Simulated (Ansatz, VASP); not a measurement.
Two plane-wave programs on ZnSe

The input INCAR:

```
PREC = Accurate ; ENCUT = 520
EDIFF = 1E-6 ; ISMEAR = 0
SIGMA = 0.05 ; LREAL = False
LASPH = True ; NELM = 100
ALGO = Normal ; ISIF = 2
LWAVE = False ; LCHARG = False
GGA = PE ; NBANDS = 16
```

KPOINTS

```
regular mesh
0
Gamma
  10 10 10
```

POSCAR

```
ZnSe
1.0
    0.0000000000      2.6419084750      2.8629263925
    2.8629263925      0.0000000000      2.8629263925
    2.8629263925      2.6419084750      0.0000000000
Zn Se
1 1
Direct
    0.0000000000      0.0000000000      0.0000000000
    0.7500000000      0.7500000000      0.7500000000
```

Input for Ansatz:

```yaml
crystal:
  lattice:
    - [0.0, 2.641908475, 2.8629263925]
    - [2.8629263925, 0.0, 2.8629263925]
    - [2.8629263925, 2.641908475, 0.0]
  atoms:
    - { symbol: Zn, position: [0.0, 0.0, 0.0] }
    - { symbol: Se, position: [0.75, 0.75, 0.75] }
basis:
  ecutwfc: 520.0
kpoints:
  mp_grid: { grid: [10, 10, 10] }
hamiltonian:
  xc: pbe
  pseudopotentials: { kind: paw, azcp: { folder: soft_1 } }
scf:
  occupations: { method: gaussian, width: 0.05 }
output:
  forces: true
  stress: true
  eigenvalues: true
```

Alike in both runs: task single point; functional PBE; k mesh 10 × 10 × 10; occupations gaussian, width 0.05 eV; no spin polarisation.

```csv
,VASP,Ansatz
version,VASP 6.6.1,Ansatz 0.2.0
potentials or method,"VASP PAW PBE potentials, release 64 (Zn, Se), cutoff 520 eV","scalar-relativistic, plane waves, PAW"
valence electrons in the cell,18,28
```

VASP gave:

- gap on the k mesh at the Fermi level (eV): 1.30
- least direct gap on the mesh (eV): 1.30
- pressure (GPa): 5.9
- traceless stress, the component that is largest in VASP (GPa): 1.40

Estimate Ansatz's values.

gap on the k mesh at the Fermi level (eV): 1.30; least direct gap on the mesh (eV): 1.30; pressure (GPa): 5.6; traceless stress, the component that is largest in VASP (GPa): 1.42.

VASP's potentials hold 18 valence electrons a cell and Ansatz's 28, so a difference there can come from the potentials and not from the codes.
